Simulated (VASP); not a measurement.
Set up this calculation in VASP 6.6.1, as the native input.

- Task: single point
- Functional: PBE
- Potentials or basis: VASP PAW PBE potentials, release 64 (Mn_pv, O)
- Cutoff: 520 eV
- k mesh: 8 × 8 × 8
- Occupations: gaussian, width 0.05 eV
- Spin: collinear spin, antiferromagnetic start
- Starting moments: [4.74, -4.74, 0.0, 0.0] μB
- Hubbard terms: Mn d U = 3.9 eV
- Dipole correction: no
- Further INCAR settings: ALGO = Normal; EDIFF = 1e-06; NBANDS = 31

The structure of MnO lies in POSCAR:

```
MnO
1.0
   -2.2451444933     -2.2451444933      4.5427998395
   -4.5427998395     -2.2451444933      2.2451444933
   -2.2451444933     -4.5427998395      2.2451444933
Mn O
2 2
Direct
    0.0000000000      0.0000000000      0.0000000000
    0.5000000000      0.5000000000      0.5000000000
    1.2499999999     -0.7500000001     -0.7500000001
    1.7500000001     -0.2499999999     -0.2499999999
```

These files were run (other wordings do the same):

INCAR

```
  ALGO = Normal
  EDIFF = 1E-6
  ENCUT = 520
  GGA = PE
  ISIF = 2
  ISMEAR = 0
  ISPIN = 2
  LASPH = T
  LCHARG = T
  LDAU = T
  LDAUJ = 0 0
  LDAUL = 2 -1
  LDAUPRINT = 1
  LDAUTYPE = 2
  LDAUU = 3.9 0
  LELF = T
  LMAXMIX = 4
  LORBIT = 11
  LREAL = F
  LVHAR = T
  LWAVE = F
  MAGMOM = 4.74 -4.74 0 0
  NBANDS = 31
  NELM = 150
  PREC = Accurate
  SIGMA = 0.05
```

KPOINTS

```
k-points
0
Gamma
  8 8 8
```

Potentials or basis: VASP PAW PBE potentials, release 64 (Mn_pv, O).

Run with:

```console
$ cat potpaw_PBE.64/Mn_pv/POTCAR potpaw_PBE.64/O/POTCAR > POTCAR
$ mpirun -np 1 vasp_std > vasp.out
```

Results of the run:

```
Pressure                                              : -6.4 GPa
Band gap on the k mesh                                : 1.49 eV
Net moment                                            : 0.00 μB per cell
Site moments                                          : Mn +4.59, -4.59; O +0.00 μB
Valence electrons inside the program's atomic spheres : Mn 11.27; O 4.97
```

Caveat: the cell stands under tension.

Wall time 3.2 min on 1 thread of AMD EPYC 9R45 96-Core Processor (Zen 5), with other jobs on the host, peak memory 0.35 GiB.
